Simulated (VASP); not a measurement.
Here is a VASP 6.6.1 calculation.

INCAR

```
SYSTEM = BaTiO3
ALGO     = Normal         ! electronic algorithm
EDIFF    = 1E-6           ! SCF threshold, eV
ENCUT    = 520            ! plane-wave cutoff, eV
GGA      = PE             ! functional
ISIF     = 2              ! what is computed and relaxed
ISMEAR   = -1             ! smearing method
LASPH    = .True.         ! aspherical terms in the spheres
LCHARG   = .False.        ! write CHGCAR
LREAL    = Auto         
LWAVE    = .False.        ! write WAVECAR
NBANDS   = 96             ! bands
NELM     = 100            ! most SCF steps
PREC     = Accurate       ! precision mode
SIGMA    = 0.146          ! smearing width, eV
```

KPOINTS

```
k-points
0
Gamma
  4 2 2
  0 0 0
```

File POSCAR:

```
BaTiO3
1.0
    2.8610370000      1.6518200000      2.3486240000
   -5.7220730000      3.3036410000      4.6972470000
    0.0000000000     -6.6072810000      4.6972470000
Ba Ti O
4 4 12
Direct
    0.0040057653     -0.0128516986     -0.0166238722
    0.0072656157     -0.0071265789      0.4955255923
   -0.0040570393      0.5120273126      0.0047644295
   -0.0061406155      0.4878996601      0.4854323782
    0.5234936032      0.2603454322      0.2407713623
    0.4572705556      0.2558501051      0.7437942395
    0.4801771595      0.7527161258      0.2531129053
    0.4674693217      0.7476575405      0.7413412990
    0.5157090038      0.2265609930      0.0010058044
    0.0508481019      0.2684833453      0.2501485103
    0.5146852738     -0.0096493680      0.2839227484
    0.4814924439      0.2898597584      0.5091747166
    0.0168534707      0.2876587564      0.7555864752
    0.5489231686      0.0292052366      0.7511741797
    0.4294937502      0.7388281329      0.0013381114
   -0.0042374015      0.7388271065      0.2686792186
    0.5454427967      0.4940983841      0.2450690383
    0.4659198549      0.7553127938      0.5218877551
    0.0056813013      0.7795186138      0.7582586756
    0.5311594689      0.5053739953      0.7660201050
```

Potentials or basis: VASP PAW PBE potentials, release 64 (Ba_sv, Ti_sv, O).

The run is started by

```sh
$ cat potpaw_PBE.64/Ba_sv/POTCAR potpaw_PBE.64/Ti_sv/POTCAR potpaw_PBE.64/O/POTCAR > POTCAR
$ mpirun -np 1 vasp_std > vasp.out
```

(1) Estimate the band gap on the k mesh.

(2) What does it give for the largest force?

(3) Predict the pressure.

Results:

(1) 1.59 eV (least direct gap 1.79 eV).

(2) 2.961 eV/Å.

(3) 3.3 GPa.

Caveat: the cell stands under pressure; the atoms stand as in a frame of molecular dynamics; spin-orbit coupling is left out, which moves the levels of the heavy elements; forces of over 1 eV/Å act on the atoms, so gaps and moduli don't describe the material at rest.
